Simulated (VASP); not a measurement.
# Ba (Immm) in VASP: single point with PBE

Aim: the single point of Ba with PBE.

Program: VASP 6.6.1. These are calculated values, not measurements. Logs are shortened: lines on timing, memory, paths and dates and some standing lists are left out, and cuts for length are marked.

### 1 The cell of the first run

The typed cell holds 1 atom: a = 4.349 Å, b = 4.349 Å, c = 4.349 Å, α = 109.51°, β = 109.48°, γ = 109.43°.

### 2 Single point, PBE

The input, INCAR:

```
SYSTEM = Ba
PREC     = Accurate       ! precision mode
ENCUT    = 520            ! plane-wave cutoff, eV
EDIFF    = 1E-6           ! SCF threshold, eV
ISMEAR   = 0              ! smearing method
SIGMA    = 0.1            ! smearing width, eV
LREAL    = .False.        ! projectors in reciprocal space
LASPH    = .True.         ! aspherical terms in the spheres
NELM     = 80             ! most SCF steps
ALGO     = Fast           ! electronic algorithm
ISIF     = 2              ! what is computed and relaxed
LWAVE    = .False.        ! write WAVECAR
LCHARG   = .True.         ! write CHGCAR
GGA      = PE             ! functional
LELF     = .True.         ! ELF
LVHAR    = .True.       
NBANDS   = 11             ! bands
```

The input, KPOINTS:

```
regular mesh
0
Gamma
  16 16 16
  0 0 0
```

The input, POSCAR:

```
Ba
1.0
   -2.5095269259      2.5104610201      2.5118918834
    2.5095269259     -2.5104610201      2.5118918834
    2.5095269259      2.5104610201     -2.5118918834
Ba
1
Direct
    0.0000000000      0.0000000000      0.0000000000
```

Potentials or basis: VASP PAW PBE potentials, release 64 (Ba_sv).

Run with:

```bash
$ cat potpaw_PBE.64/Ba_sv/POTCAR > POTCAR
$ mpirun -np 1 vasp_std > vasp.out
```

OUTCAR:

```text
SYSTEM = Ba
   PREC = Accurate
   ENCUT = 520
   EDIFF = 1E-6
   ISMEAR = 0
   LREAL = .False.
   LASPH = .True.
   NELM = 80
   ISIF = 2
   GGA = PE

 ion  position               nearest neighbor table
   1  0.000  0.000  0.000-

  LATTYP: Found a body centered orthorhombic cell.
 ALAT       =     5.0190538518
 B/A-ratio  =     1.0003722192
 C/A-ratio  =     1.0009423918

  Lattice vectors:

 A1 = (  -2.5095269259,   2.5104610201,   2.5118918834)
 A2 = (   2.5095269259,  -2.5104610201,   2.5118918834)
 A3 = (   2.5095269259,   2.5104610201,  -2.5118918834)

Analysis of symmetry for initial positions (statically):
=====================================================================
 Subroutine PRICEL returns:
 Original cell was already a primitive cell.

 Routine SETGRP: Setting up the symmetry group for a
 body centered orthorhombic supercell.

 Subroutine GETGRP returns: Found  8 space group operations
 (whereof  8 operations were pure point group operations)
 out of a pool of  8 trial point group operations.

The static configuration has the point symmetry D_2h.

Analysis of symmetry for dynamics (positions and initial velocities):
=====================================================================
 Subroutine PRICEL returns:
 Original cell was already a primitive cell.

 Routine SETGRP: Setting up the symmetry group for a
 body centered orthorhombic supercell.

 Subroutine GETGRP returns: Found  8 space group operations
 (whereof  8 operations were pure point group operations)
 out of a pool of  8 trial point group operations.

The dynamic configuration has the point symmetry D_2h.

 Subroutine INISYM returns: Found  8 space group operations
 (whereof  8 operations are pure point group operations),
 and found     1 'primitive' translations

----------------------------------------------------------------------------------------

                                     Primitive cell

  volume of cell :      63.3004

  direct lattice vectors                    reciprocal lattice vectors
    -2.509526926  2.510461020  2.511891883     0.000000000  0.199166606  0.199053153
     2.509526926 -2.510461020  2.511891883     0.199240739  0.000000000  0.199053153
     2.509526926  2.510461020 -2.511891883     0.199240739  0.199166606  0.000000000

  length of vectors
     4.348533173  4.348533173  4.348533173     0.281583903  0.281636344  0.281716540

  position of ions in fractional coordinates (direct lattice)
     0.000000000  0.000000000  0.000000000

  ion indices of the primitive-cell ions
   primitive index   ion index
                 1           1

----------------------------------------------------------------------------------------

 KPOINTS: regular mesh

Automatic generation of k-mesh.
 Grid dimensions read from file:
 generate k-points for:   16   16   16

 Generating k-lattice:

  Cartesian coordinates                     Fractional coordinates (reciprocal lattice)
     0.000000000  0.012447913  0.012440822     0.062500000  0.000000000 -0.000000000
     0.012452546  0.000000000  0.012440822     0.000000000  0.062500000  0.000000000
     0.012452546  0.012447913  0.000000000    -0.000000000  0.000000000  0.062500000

  Length of vectors
     0.017598994  0.017602271  0.017607284

  Shift w.r.t. Gamma in fractional coordinates (k-lattice)
     0.000000000  0.000000000  0.000000000

 Subroutine IBZKPT returns following result:
 ===========================================

 Found    621 irreducible k-points:

 Following reciprocal coordinates:
            Coordinates               Weight
  0.000000  0.000000  0.000000      1.000000
  0.062500 -0.000000  0.000000      4.000000
  0.125000 -0.000000  0.000000      4.000000
  0.187500 -0.000000  0.000000      4.000000
  0.250000 -0.000000  0.000000      4.000000
  0.312500  0.000000  0.000000      4.000000
[... 16 lines left out ...]
 -0.187500  0.062500 -0.000000      8.000000
 -0.125000  0.062500  0.000000      8.000000
 [... further k-points ...]
   k-points           NKPTS =    621   k-points in BZ     NKDIM =    621   number of bands    NBANDS=     11
   number of dos      NEDOS =    301   number of ions     NIONS =      1
   total plane-waves  NPLWV =  32768
   dimension x,y,z NGX =    32 NGY =   32 NGZ =   32
   dimension x,y,z NGXF=    64 NGYF=   64 NGZF=   64
   ions per type =               1
   NGX,Y,Z   is equivalent  to a cutoff of  12.23, 12.23, 12.23 a.u.
   NGXF,Y,Z  is equivalent  to a cutoff of  24.47, 24.47, 24.47 a.u.
 SYSTEM =  Ba
   PREC   = accura    normal or accurate (medium, high low for compatibility)
   ISTART =      0    job   : 0-new  1-cont  2-samecut
   ICHARG =      2    charge: 1-file 2-atom 10-const
   ISPIN  =      1    spin polarized calculation?
   LNONCOLLINEAR =      F non collinear calculations
   LSORBIT =      F    spin-orbit coupling
   LASPH  =      T    aspherical Exc in radial PAW
   ENCUT  =  520.0 eV  38.22 Ry    6.18 a.u.   8.09  8.09  8.09*2*pi/ulx,y,z
   NELM   =     80;   NELMIN=  2; NELMDL= -5     # of ELM steps
   EDIFF  = 0.1E-05   stopping-criterion for ELM
   LREAL  =      F    real-space projection
   EDIFFG = 0.1E-04   stopping-criterion for IOM
   NSW    =      0    number of steps for IOM
   IBRION =     -1    ionic relax: 0-MD 1-quasi-New 2-CG
   NFREE  =      0    steps in history (QN), initial steepest desc. (CG)
   ISIF   =      2    stress and relaxation
   ISYM   =      2    0-nonsym 1-usesym 2-fastsym
   POTIM  = 0.5000    time-step for ionic-motion
   TEBEG  =    0.0;   TEEND  =   0.0 temperature during run
   PSTRESS=    0.0 pullay stress
   NELECT =      10.0000    total number of electrons
   NUPDOWN=      -1.0000    fix difference up-down
   EMIN   =  10.00;   EMAX   =-10.00  energy-range for DOS
   EFERMI =   0.00;   METHOD = LEGACY
   ISMEAR =     0;   SIGMA  =   0.10  broadening in eV -4-tet -1-fermi 0-gaus
   EFERMI_NEDOS =   21; number of points for ismear=-14 and -15
   IALGO  =     68    algorithm
   IMIX   =      4    mixing-type and parameters
     AMIX     =   0.40;   BMIX     =  1.00
     AMIX_MAG =   1.60;   BMIX_MAG =  1.00
  volume/ion in A,a.u.               =      63.30       427.17
  Fermi-wavevector in a.u.,A,eV,Ry     =   0.884992  1.672393 10.656233  0.783211
  Thomas-Fermi vector in A             =   2.005966
   LORBIT       =      0    0 simple, 1 ext, 2 COOP (PROOUT), +10 PAW based schemes
   GGA     = PE    functional components
   LHFCALC =     F    Hartree Fock is set to
   AEXX    =    0.0000 exact exchange contribution
   IVDW    =     0    specifies the selected vdW correction
   LEPSILON=     F    determine dielectric tensor
   LRPA    =     F    only Hartree local field effects (RPA)
 non-spin polarized calculation
 RMM-DIIS sequential band-by-band and
 Gauss-broadening in eV      SIGMA  =   0.10
  energy-cutoff  :      520.00
  volume of cell :       63.30
 maximum number of plane-waves:      1729
   NGX = 17   NGY = 17   NGZ = 17

 number of electron      10.0000000 magnetization

 Free energy of the ion-electron system (eV)
  ---------------------------------------------------
  ext. energy  EPLUGINS =         0.00000000
  ---------------------------------------------------
  free energy    TOTEN  =        -1.91103811 eV

  energy without entropy =       -1.90491835  energy(sigma->0) =       -1.90797823

 E-fermi :   1.6220     XC(G=0):  -7.3939

 val. band max:        1.6187565786   @ k =  -0.3125  -0.3750   0.3125
 cond. band min:       1.6511754286   @ k =  -0.3125  -0.3750   0.1250
 fundamental gap:      0.0324188499
 Fermi energy:         1.6219552840

 k-point     1 :       0.0000    0.0000    0.0000
  band No.  band energies     occupation
      1     -27.2625      2.00000
      2     -12.2145      2.00000
      3     -12.2145      2.00000
      4     -12.2145      2.00000
      5      -1.1176      2.00000
      6       3.4531      0.00000
      7       3.4553      0.00000
      8       3.4587      0.00000
      9       4.8471      0.00000
     10       4.8543      0.00000
     11       8.5500      0.00000

 k-point     2 :       0.0625   -0.0000    0.0000
  band No.  band energies     occupation
      1     -27.2609      2.00000
      2     -12.2330      2.00000
      3     -12.2202      2.00000
      4     -12.2146      2.00000
      5      -1.0443      2.00000
      6       3.3957      0.00000
      7       3.4238      0.00000
      8       3.5312      0.00000
      9       4.7400      0.00000
     10       4.8480      0.00000
     11       8.6442      0.00000

 k-point     3 :       0.1250   -0.0000    0.0000
  band No.  band energies     occupation
      1     -27.2563      2.00000
      2     -12.2852      2.00000
      3     -12.2363      2.00000
      4     -12.2149      2.00000
      5      -0.8324      2.00000
      6       3.2339      0.00000
      7       3.3013      0.00000
      8       3.7517      0.00000
      9       4.5645      0.00000
     10       4.8411      0.00000
     11       8.8508      0.00000

 k-point     4 :       0.1875   -0.0000    0.0000
  band No.  band energies     occupation
      1     -27.2495      2.00000
      2     -12.3616      2.00000
      3     -12.2603      2.00000
      4     -12.2153      2.00000
      5      -0.5065      2.00000
      6       3.0197      0.00000
      7       3.0585      0.00000
      8       4.1122      0.00000
      9       4.5181      0.00000
     10       4.8551      0.00000
     11       9.0293      0.00000
[... 239 lines left out ...]
 k-point    22 :      -0.2500    0.0625    0.0000
  band No.  band energies     occupation
      1     -27.2446      2.00000
      2     -12.4121      2.00000
      3     -12.2732      2.00000
      4     -12.2222      2.00000
      5      -0.2659      2.00000
      6       2.8720      0.00000
      7       2.8978      0.00000
      8       4.3966      0.00000
      9       4.4627      0.00000
     10       4.9809      0.00000
     11       9.0657      0.00000

 k-point    23 :      -0.1875    0.0625   -0.0000
  band No.  band energies     occupation
      1     -27.2521      2.00000
      2     -12.3323      2.00000
      3     -12.2455      2.00000
      4     -12.2213      2.00000
      5      -0.6311      2.00000
      6       3.1118      0.00000
      7       3.1405      0.00000
      8       3.9817      0.00000
      9       4.4421      0.00000
     10       4.9113      0.00000
     11       8.9920      0.00000

 k-point    24 :      -0.1250    0.0625    0.0000
  band No.  band energies     occupation
      1     -27.2578      2.00000
      2     -12.2690      2.00000
      3     -12.2262      2.00000
      4     -12.2191      2.00000
      5      -0.9015      2.00000
      6       3.3005      0.00000
      7       3.3268      0.00000
      8       3.6851      0.00000
      9       4.5808      0.00000
     10       4.8633      0.00000
     11       8.7480      0.00000

 [... further k-points ...]
[... 5 lines left out ...]
  --------------------------------------------------------------------------------------
  -------------------------------------------------------------------------------------
  Total        0.0209061      0.0201984      0.0191445      0.0000000      0.0000000      0.0000000
  in kB        0.5291490      0.5112363      0.4845597      0.0000000      0.0000000      0.0000000
  external PRESSURE =       0.5083150 kB  Pullay stress =       0.0000000 kB

 VOLUME and BASIS-vectors are now :
 -----------------------------------------------------------------------------
  energy-cutoff  :      520.00
  volume of cell :       63.30
      direct lattice vectors                 reciprocal lattice vectors
    -2.509526926  2.510461020  2.511891883     0.000000000  0.199166606  0.199053153
     2.509526926 -2.510461020  2.511891883     0.199240739  0.000000000  0.199053153
     2.509526926  2.510461020 -2.511891883     0.199240739  0.199166606  0.000000000

 POSITION                                       TOTAL-FORCE (eV/Angst)
 -----------------------------------------------------------------------------------
      0.00000      0.00000      0.00000         0.000000     -0.000000      0.000000
 -----------------------------------------------------------------------------------
    total drift:                                0.000000      0.000000     -0.000000

  FREE ENERGIE OF THE ION-ELECTRON SYSTEM (eV)
  ---------------------------------------------------
  free  energy   TOTEN  =        -1.9110381096 eV

  energy  without entropy=       -1.9049183511  energy(sigma->0) =       -1.90797823
```

It took 7.5 min on 1 thread of Oxide Virtual Turin-like, shared host; peak memory 0.49 GiB.

What came out:

- Free energy: -1.9110 eV
- Pressure: 0.1 GPa
- Band gap on the k mesh: zero (band 5 reaches 2.15 eV, above the bottom of band 6 at 1.09 eV)

Caveat: spin-orbit coupling is left out, which moves the levels of the heavy elements.
